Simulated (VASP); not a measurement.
Input of a VASP 6.6.1 run:

INCAR

```
PREC = Accurate
ENCUT = 520
EDIFF = 1E-7
ISMEAR = 0
SIGMA = 0.1
LREAL = False
LASPH = True
NELM = 80
ALGO = Normal
ISIF = 2
LWAVE = False
LCHARG = False
GGA = PE
NBANDS = 38
```

Contents of KPOINTS:

```
Automatic mesh
0
Gamma
  4 4 4
```

The input POSCAR:

```
Sn4P
1.0
    4.9802368600      0.0000000000      0.0000000000
    0.0000000000      4.9802368600      0.0000000000
    0.0000000000      0.0000000000      4.9802368600
Sn P
4 1
Direct
    0.5000000000      0.5000000000      0.5000000000
    0.0000000000      0.5000000000      0.5000000000
    0.5000000000      0.0000000000      0.5000000000
    0.5000000000      0.5000000000      0.0000000000
    0.0000000000      0.0000000000      0.0000000000
```

Potentials or basis: VASP PAW PBE potentials, release 64 (Sn_d, P).

Launch:

```sh
$ cat potpaw_PBE.64/Sn_d/POTCAR potpaw_PBE.64/P/POTCAR > POTCAR
$ mpirun -np 1 vasp_std > vasp.out
```

Question: Predict the pressure.

Answer: 26.8 GPa.
